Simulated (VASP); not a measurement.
Runs of VASP 6.6.1 on AlNi. The structure is that of space group P4/mmm (No. 123), or close to it. The cells are those of the table. 

```tsv
cell	further INCAR settings	gap on the mesh (eV)	pressure (GPa)
a = 2.766, b = 2.766, c = 3.099 Å, angles 90.0, 90.0, 89.9°, 2 atoms	ALGO = Fast; EDIFF = 1e-06; NBANDS = 14	none	-0.9
a = 2.725, b = 2.725, c = 3.099 Å, angles 90.0, 90.0, 91.6°, 2 atoms	ALGO = Fast; EDIFF = 1e-07; NBANDS = 14	none	(b)
a = 2.732, b = 2.732, c = 3.099 Å, angles 90.0, 90.0, 91.3°, 2 atoms	ALGO = Fast; EDIFF = 1e-06; NBANDS = 14	none	(a)
a = 2.773, b = 2.773, c = 3.099 Å, angles 90.0, 90.0, 89.6°, 2 atoms	ALGO = Fast; EDIFF = 1e-06; NBANDS = 14	none	-1.8
a = 2.759, b = 2.759, c = 3.099 Å, angles 90.0, 90.0, 90.1°, 2 atoms	ALGO = Fast; EDIFF = 1e-06; NBANDS = 14	none	0.0
a = 2.745, b = 2.745, c = 3.099 Å, angles 90.0, 90.0, 90.7°, 2 atoms	ALGO = Fast; EDIFF = 1e-06; NBANDS = 14	none	1.7
a = 2.738, b = 2.738, c = 3.099 Å, angles 90.0, 90.0, 91.0°, 2 atoms	ALGO = Fast; EDIFF = 1e-06; NBANDS = 14	none	2.7
```

Alike in all rows: task single point; level PBEsol; potentials or basis VASP PAW PBE potentials, release 64 (Al, Ni); no spin polarisation; k mesh 18 × 18 × 16; cutoff (eV) 520; smearing gaussian 0.15 eV.

Task: Estimate the missing entries.

Result: (a) 3.5; (b) 4.2.

Caveats: the PAW data sets were made with another functional, which shifts forces and pressure a little; the cell stands under pressure (at least some runs).

A gap of «none» marks levels without a gap at the run's occupations.
